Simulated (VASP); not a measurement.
# As in VASP: notebook

Runs on As. Level: PBE. Tasks: single point.

Program: VASP 6.6.1. These are calculated values, not measurements. Logs are shortened: lines on timing, memory, paths and dates and some standing lists are left out, and cuts for length are marked.

## Step 1: The cell of the first run

The cell holds a slab with vacuum, 2 atoms: a = 3.786 Å, b = 3.786 Å, c = 28.000 Å, α = 90.00°, β = 90.00°, γ = 120.00°.

## Step 2: Single point, PBE

File INCAR:

```
  PREC = Accurate
  ENCUT = 520
  EDIFF = 1E-6
  ISMEAR = 0
  SIGMA = 0.02
  LREAL = False
  LASPH = True
  NELM = 80
  ALGO = Normal
  ISIF = 2
  LWAVE = False
  LCHARG = False
  LDIPOL = True
  IDIPOL = 3
  DIPOL = 0.5 0.5 0.500
  GGA = PE
  NBANDS = 12
```

File KPOINTS:

```
Automatic mesh
0
Gamma
  9 9 1
```

File POSCAR:

```
As
1.0
    3.7860000000      0.0000000000      0.0000000000
   -1.8930000000      3.2787721787      0.0000000000
    0.0000000000      0.0000000000     28.0000000000
As
2
Direct
    0.3333333333      0.6666666667      0.5000000000
    0.6666666667      0.3333333333      0.5000000000
```

Potentials or basis: VASP PAW PBE potentials, release 64 (As).

Started as:

```sh
$ cat potpaw_PBE.64/As/POTCAR > POTCAR
$ mpirun -np 1 vasp_std > vasp.out
```

OUTCAR:

```text
PREC = Accurate
   ENCUT = 520
   EDIFF = 1E-6
   ISMEAR = 0
   LREAL = False
   LASPH = True
   NELM = 80
   ISIF = 2
   GGA = PE

 ion  position               nearest neighbor table
   1  0.333  0.667  0.500-   2 2.19   2 2.19   2 2.19
   2  0.667  0.333  0.500-   1 2.19   1 2.19   1 2.19

  LATTYP: Found a hexagonal cell.
 ALAT       =     3.7860000000
 C/A-ratio  =     7.3956682515

  Lattice vectors:

 A1 = (   3.7860000000,   0.0000000000,   0.0000000000)
 A2 = (  -1.8930000000,   3.2787721787,   0.0000000000)
 A3 = (   0.0000000000,   0.0000000000,  28.0000000000)

Analysis of symmetry for initial positions (statically):
=====================================================================
 Subroutine PRICEL returns:
 Original cell was already a primitive cell.

 Routine SETGRP: Setting up the symmetry group for a
 hexagonal supercell.

 Subroutine GETGRP returns: Found 24 space group operations
 (whereof 24 operations were pure point group operations)
 out of a pool of 24 trial point group operations.

The static configuration has the point symmetry D_6h.

Analysis of symmetry for dynamics (positions and initial velocities):
=====================================================================
 Subroutine PRICEL returns:
 Original cell was already a primitive cell.

 Routine SETGRP: Setting up the symmetry group for a
 hexagonal supercell.

 Subroutine GETGRP returns: Found 24 space group operations
 (whereof 24 operations were pure point group operations)
 out of a pool of 24 trial point group operations.

The dynamic configuration has the point symmetry D_6h.

 Subroutine INISYM returns: Found 24 space group operations
 (whereof 24 operations are pure point group operations),
 and found     1 'primitive' translations

----------------------------------------------------------------------------------------

                                     Primitive cell

  volume of cell :     347.5761

  direct lattice vectors                    reciprocal lattice vectors
     3.786000000  0.000000000  0.000000000     0.264131009  0.152496109  0.000000000
    -1.893000000  3.278772179  0.000000000     0.000000000  0.304992218  0.000000000
     0.000000000  0.000000000 28.000000000     0.000000000  0.000000000  0.035714286

  length of vectors
     3.786000000  3.786000000 28.000000000     0.304992218  0.304992218  0.035714286

  position of ions in fractional coordinates (direct lattice)
     0.333333333  0.666666667  0.500000000
     0.666666667  0.333333333  0.500000000

  ion indices of the primitive-cell ions
   primitive index   ion index
                 1           1
[... 78 lines left out ...]
   IMIX   =      4    mixing-type and parameters
     AMIX     =   0.40;   BMIX     =  1.00
     AMIX_MAG =   1.60;   BMIX_MAG =  1.00
  volume/ion in A,a.u.               =     173.79      1172.78
  Fermi-wavevector in a.u.,A,eV,Ry     =   0.501639  0.947961  3.423797  0.251642
  Thomas-Fermi vector in A             =   1.510253
   LORBIT       =      0    0 simple, 1 ext, 2 COOP (PROOUT), +10 PAW based schemes
   GGA     = PE    functional components
   LHFCALC =     F    Hartree Fock is set to
   AEXX    =    0.0000 exact exchange contribution
   IVDW    =     0    specifies the selected vdW correction
   LEPSILON=     F    determine dielectric tensor
   LRPA    =     F    only Hartree local field effects (RPA)
 non-spin polarized calculation
 Gauss-broadening in eV      SIGMA  =   0.02
  energy-cutoff  :      520.00
  volume of cell :      347.58
 maximum number of plane-waves:      9399
   NGX = 15   NGY = 15   NGZ =105

 dipolmoment           0.000000      0.000000      0.000000 electrons x Angstroem

 number of electron      10.0000001 magnetization

 dipolmoment           0.000000      0.000000     -0.000000 electrons x Angstroem

 Free energy of the ion-electron system (eV)
  ---------------------------------------------------
  ext. energy  EPLUGINS =         0.00000000
  ---------------------------------------------------
  free energy    TOTEN  =        -6.36443144 eV

  energy without entropy =       -6.36275977  energy(sigma->0) =       -6.36359561

 E-fermi :  -3.0978     XC(G=0):  -1.5917

 val. band max:       -3.0977847833   @ k =   0.2222   0.1111   0.0000
 cond. band min:      -2.9262483456   @ k =   0.3333   0.1111   0.0000
 fundamental gap:      0.1715364377
 Fermi energy:        -3.0977847833

 k-point     1 :       0.0000    0.0000    0.0000
  band No.  band energies     occupation
      1     -19.0307      2.00000
      2      -7.9925      2.00000
      3      -7.2052      2.00000
      4      -7.2052      2.00000
      5      -6.2898      2.00000
      6      -1.3107      0.00000
      7      -1.3107      0.00000
      8      -0.3001      0.00000
      9       0.9048      0.00000
     10       1.2100      0.00000
     11       1.5491      0.00000
     12       1.6210      0.00000
[... 151 lines left out ...]
 k-point    12 :       0.3333    0.3333    0.0000
  band No.  band energies     occupation
      1     -15.5930      2.00000
      2     -15.5930      2.00000
      3     -10.4770      2.00000
      4      -4.5999      2.00000
      5      -4.5999      2.00000
      6       0.8038      0.00000
      7       0.8038      0.00000
      8       1.3022      0.00000
      9       2.5483      0.00000
     10       4.1172      0.00000
     11       4.1172      0.00000
     12       5.1992      0.00000

------------------------ aborting loop because EDIFF is reached ----------------------------------------

 vacuum level on the upper side and lower side of the slab       (xc-potential included)        -0.008        -0.008

  FORCE on cell =-STRESS in cart. coord.  units (eV):
  Direction    XX          YY          ZZ          XY          YZ          ZX
  --------------------------------------------------------------------------------------
  -------------------------------------------------------------------------------------
  Total       14.8116937     14.8116937     -0.0017780      0.0000000      0.0000000     -0.0000000
  in kB       68.2755837     68.2755837     -0.0081959      0.0000000      0.0000000     -0.0000000
  external PRESSURE =      45.5143238 kB  Pullay stress =       0.0000000 kB

 VOLUME and BASIS-vectors are now :
 -----------------------------------------------------------------------------
  energy-cutoff  :      520.00
  volume of cell :      347.58
      direct lattice vectors                 reciprocal lattice vectors
     3.786000000  0.000000000  0.000000000     0.264131009  0.152496109  0.000000000
    -1.893000000  3.278772179  0.000000000     0.000000000  0.304992218  0.000000000
     0.000000000  0.000000000 28.000000000     0.000000000  0.000000000  0.035714286

 POSITION                                       TOTAL-FORCE (eV/Angst)
 -----------------------------------------------------------------------------------
     -0.00000      2.18585     14.00000        -0.000000      0.000000     -0.000000
      1.89300      1.09292     14.00000         0.000000      0.000000      0.000000
 -----------------------------------------------------------------------------------
    total drift:                                0.000000     -0.000000     -0.000000

  FREE ENERGIE OF THE ION-ELECTRON SYSTEM (eV)
  ---------------------------------------------------
  free  energy   TOTEN  =        -6.3644314445 eV

  energy  without entropy=       -6.3627597717  energy(sigma->0) =       -6.36359561

 vacuum level on the upper side and lower side of the slab         1.162         1.162
```

OSZICAR:

```text
N       E                     dE             d eps       ncg     rms          rms(c)
DAV:   1     0.752050273978E+02    0.75205E+02   -0.26809E+03   288   0.523E+02
DAV:   2     0.137804248825E+01   -0.73827E+02   -0.64318E+02   472   0.906E+01
DAV:   3    -0.635486385962E+01   -0.77329E+01   -0.76979E+01   404   0.397E+01
[... 12 lines left out ...]
DAV:  16    -0.636441683250E+01   -0.88406E-05   -0.21606E-07   368   0.140E-03    0.364E-04
DAV:  17    -0.636442854958E+01   -0.11717E-04   -0.32436E-07   316   0.160E-03    0.186E-04
DAV:  18    -0.636442987654E+01   -0.13270E-05   -0.56179E-09   352   0.240E-04    0.840E-05
DAV:  19    -0.636443118416E+01   -0.13076E-05   -0.93050E-09   308   0.277E-04    0.623E-05
DAV:  20    -0.636443144455E+01   -0.26039E-06   -0.12504E-09   328   0.101E-04
   1 F= -.63644314E+01 E0= -.63635956E+01  d E =-.167167E-02
```

It took 43 s on 1 thread of Intel Xeon 6975P-C (Granite Rapids), shared host; peak memory 0.38 GiB.

Results:

- Free energy: -6.3644 eV
- Band gap on the k mesh: zero (band 5 reaches -2.68 eV, above the bottom of band 6 at -3.40 eV)

## Step 3: Single point, PBE

This run uses another cell than the first one, of 138.60 Å³/atom, 0.797 times its volume.

File INCAR:

```
PREC = Accurate
ENCUT = 520
EDIFF = 1E-7
ISMEAR = 0
SIGMA = 0.02
LREAL = F
LASPH = T
NELM = 80
ALGO = Normal
ISIF = 2
LWAVE = F
LCHARG = F
LDIPOL = T
IDIPOL = 3
DIPOL = 0.5 0.5 0.500
GGA = PE
NBANDS = 12
```

File KPOINTS:

```
regular mesh
0
Gamma
  9 9 1
```

File POSCAR:

```
As
1.0
    3.3810000000      0.0000000000      0.0000000000
   -1.6905000000      2.9280318902      0.0000000000
    0.0000000000      0.0000000000     28.0000000000
As
2
Direct
    0.3333333333      0.6666666667      0.5000000000
    0.6666666667      0.3333333333      0.5000000000
```

Potentials or basis: VASP PAW PBE potentials, release 64 (As).

Started as:

```sh
$ cat potpaw_PBE.64/As/POTCAR > POTCAR
$ mpirun -np 1 vasp_std > vasp.out
```

It took 90 s on 1 thread of Intel Xeon Platinum 8488C (Sapphire Rapids), shared host; peak memory 0.39 GiB.

Results (log left out):

- Free energy: -0.9843 eV
- Band gap on the k mesh: zero (band 5 reaches -0.76 eV, above the bottom of band 6 at -3.19 eV)

Levels at points of the mesh, in eV from the Fermi level:
| k point | band 3 | band 4 | band 5 | band 6 | band 7 | band 8 |
| --- | --- | --- | --- | --- | --- | --- |
| (0.00, 0.00, 0.00) | -5.18 | -5.18 | -0.34 | 1.30 | 1.30 | 1.52 |

## Step 4: Single point, PBE

This run uses another cell than the first one, of 143.39 Å³/atom, 0.825 times its volume.

File INCAR:

```
  ALGO = Normal
  DIPOL = 0.5 0.5 0.500
  EDIFF = 1E-6
  ENCUT = 520
  GGA = PE
  IDIPOL = 3
  ISIF = 2
  ISMEAR = 0
  LASPH = T
  LCHARG = T
  LDIPOL = T
  LELF = T
  LREAL = F
  LVACPOTAV = T
  LVHAR = T
  LWAVE = F
  NBANDS = 12
  NELM = 60
  PREC = Accurate
  SIGMA = 0.02
```

File KPOINTS:

```
k-points
0
Gamma
  9 9 1
```

File POSCAR:

```
As
1.0
    3.4390000000      0.0000000000      0.0000000000
   -1.7195000000      2.9782613636      0.0000000000
    0.0000000000      0.0000000000     28.0000000000
As
2
Direct
    0.3333333333      0.6666666667      0.5000000000
    0.6666666667      0.3333333333      0.5000000000
```

Started as:

```sh
$ cat potpaw_PBE.64/As/POTCAR > POTCAR
$ mpirun -np 1 vasp_std > vasp.out
```

Wall time 98 s (1 thread of Intel Xeon Platinum 8488C (Sapphire Rapids), shared host); peak memory 0.4 GiB.

The run converged. Its results:

* Free energy: -2.0973 eV
* Band gap on the k mesh: zero (band 5 reaches -1.29 eV, above the bottom of band 6 at -3.26 eV)

Levels at points of the mesh, in eV from the Fermi level:
```csv
k point,band 1,band 2,band 3,band 4,band 5,band 6,band 7,band 8,band 9,band 10
"(0.00, 0.00, 0.00)",-18.78,-6.93,-5.03,-5.03,-0.80,1.39,1.39,1.82,3.25,3.57
```

## Step 5: Single point, PBE

This run uses another cell than the first one, of 163.30 Å³/atom, 0.940 times its volume.

File INCAR:

```
SYSTEM = As
PREC     = Accurate       ! precision mode
ENCUT    = 520            ! plane-wave cutoff, eV
EDIFF    = 1E-6           ! SCF threshold, eV
ISMEAR   = 0              ! smearing method
SIGMA    = 0.02           ! smearing width, eV
LREAL    = .FALSE.        ! projectors in reciprocal space
LASPH    = .TRUE.         ! aspherical terms in the spheres
NELM     = 80             ! most SCF steps
ALGO     = Normal         ! electronic algorithm
ISIF     = 2              ! what is computed and relaxed
LWAVE    = .FALSE.        ! write WAVECAR
LCHARG   = .TRUE.         ! write CHGCAR
LDIPOL   = .TRUE.       
IDIPOL   = 3            
DIPOL    = 0.5 0.5 0.500
GGA      = PE             ! functional
LELF     = .TRUE.         ! ELF
LVHAR    = .TRUE.       
LVACPOTAV= .TRUE.       
NBANDS   = 12             ! bands
```

File KPOINTS:

```
regular mesh
0
G
  9 9 1
  0 0 0
```

File POSCAR:

```
As
1.0
    3.6700000000      0.0000000000      0.0000000000
   -1.8350000000      3.1783132319      0.0000000000
    0.0000000000      0.0000000000     28.0000000000
As
2
Direct
    0.3333333333      0.6666666667      0.5000000000
    0.6666666667      0.3333333333      0.5000000000
```

Started as:

```sh
$ cat potpaw_PBE.64/As/POTCAR > POTCAR
$ mpirun -np 1 vasp_std > vasp.out
```

Wall time 70 s (1 thread of Intel Xeon Platinum 8124M at 3.00GHz (Skylake/Cascade Lake), shared host); peak memory 0.4 GiB.

It converged, with:

| Property | Result |
| --- | --- |
| Free energy | -5.3029 eV |
| Band gap on the k mesh | zero (band 5 reaches -2.54 eV, above the bottom of band 6 at -3.35 eV) |
| Work function of the upper face | 4.07 eV |
| Work function of the lower face | 4.07 eV |

Levels at points of the mesh, in eV from the Fermi level:
| k point | band 3 | band 4 | band 5 | band 6 | band 7 | band 8 |
| --- | --- | --- | --- | --- | --- | --- |
| (0.00, 0.00, 0.00) | -4.45 | -4.45 | -2.50 | 1.64 | 1.64 | 2.51 |

## Step 6: Summary

| cell | gap on the mesh (eV) |
| --- | --- |
| a = 3.786, b = 3.786, c = 28.000 Å, angles 90.0, 90.0, 120.0°, 2 atoms | none |
| a = 3.381, b = 3.381, c = 28.000 Å, angles 90.0, 90.0, 120.0°, 2 atoms | none |
| a = 3.439, b = 3.439, c = 28.000 Å, angles 90.0, 90.0, 120.0°, 2 atoms | none |
| a = 3.670, b = 3.670, c = 28.000 Å, angles 90.0, 90.0, 120.0°, 2 atoms | none |

Alike in all rows: task single point; level PBE; potentials or basis VASP PAW PBE potentials, release 64 (As); no spin polarisation; k mesh 9 × 9 × 1; cutoff (eV) 520; smearing gaussian 0.02 eV.

Absolute energies hang on the potentials; compare differences alone.
